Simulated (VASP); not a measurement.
Wanted: the native input for a VASP 6.6.1 run.

```yaml
Task: relaxation of cell and atoms
Functional: PBE
Potentials_or_basis: VASP PAW PBE potentials, release 64 (Sr_sv, Os)
Cutoff: 600 eV
k_mesh: 16 × 16 × 14
Occupations: gaussian, width 0.1 eV
Spin: no spin polarisation
Dipole_correction: no
Further_INCAR_settings: ALGO = Fast; EDIFF = 1e-07; IBRION = 2; EDIFFG = -0.01; NSW = 100; ISIF = 3
```

The structure of SrOs lies in POSCAR:

```
SrOs
1.0
    3.3217108129      0.0000000000      0.0000000000
    0.0000000000      3.3217108129      0.0000000000
    0.0000000000      0.0000000000      4.3538138154
Sr Os
1 1
Direct
    0.5000000000      0.5000000000      0.5000000000
    0.0000000000      0.0000000000      0.0000000000
```

These files were run (other wordings do the same):

INCAR

```
ALGO = Fast
EDIFF = 1E-7
EDIFFG = -0.01
ENCUT = 600
GGA = PE
IBRION = 2
ISIF = 3
ISMEAR = 0
LASPH = True
LCHARG = False
LREAL = False
LWAVE = False
NELM = 100
NSW = 100
PREC = Accurate
SIGMA = 0.1
```

KPOINTS

```
k-points
0
Gamma
  16 16 14
```

Potentials or basis: VASP PAW PBE potentials, release 64 (Sr_sv, Os).

Command:

```console
$ cat potpaw_PBE.64/Sr_sv/POTCAR potpaw_PBE.64/Os/POTCAR > POTCAR
$ mpirun -np 1 vasp_std > vasp.out
```

It gave:

```json
{"Relaxed volume": "21.75 Å³/atom", "Relaxed cell": "a = 3.010 Å, b = 3.010 Å, c = 4.800 Å, α = 90.00°, β = 90.00°, γ = 90.00°", "Space group after relaxing (to 0.1 Å)": "P4/mmm (No. 123)", "Energy gained by relaxing": "92.1 meV/atom", "Ionic steps": "9", "Pressure after relaxing": "0.0 GPa", "Band gap on the k mesh": "zero (bands 9 and 10 overlap by 2.91 eV)"}
```

Caveat: spin-orbit coupling is left out, which moves the levels of the heavy elements.

Wall time 15 min on 1 thread of AMD EPYC 9R45 96-Core Processor (Zen 5) (shared host), peak memory 0.45 GiB.
